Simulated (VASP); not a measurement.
A run of VASP 6.6.1 is set up as follows.

INCAR

```
SYSTEM = BN
PREC = Accurate ; ENCUT = 520
EDIFF = 1E-6 ; ISMEAR = 0
SIGMA = 0.01 ; LREAL = .FALSE.
LASPH = .TRUE. ; NELM = 80
ALGO = Normal ; ISIF = 2
LWAVE = .FALSE. ; LCHARG = .TRUE.
GGA = PS ; LELF = .TRUE.
LVHAR = .TRUE. ; NBANDS = 11
```

File KPOINTS:

```
regular mesh
0
G
  12 12 12
  0 0 0
```

The input POSCAR:

```
BN
1.0
    0.0000000000      1.7937752039      1.7937752039
    1.7937752039      0.0000000000      1.7937752039
    1.7937752039      1.7937752039      0.0000000000
B N
1 1
Direct
    0.0000000000      0.0000000000      0.0000000000
    0.7500000000      0.7500000000      0.7500000000
```

Potentials or basis: VASP PAW PBE potentials, release 64 (B, N).

Command:

```bash
$ cat potpaw_PBE.64/B/POTCAR potpaw_PBE.64/N/POTCAR > POTCAR
$ mpirun -np 1 vasp_std > vasp.out
```

Task: What does it give for the pressure?

Result: 6.7 GPa.

Task: What does it give for the band gap on the k mesh?

Result: 4.30 eV, indirect (least direct gap 8.87 eV).

Caveat: the PAW data sets were made with another functional, which shifts forces and pressure a little. As with any semilocal functional, this PBEsol gap is likely too small.
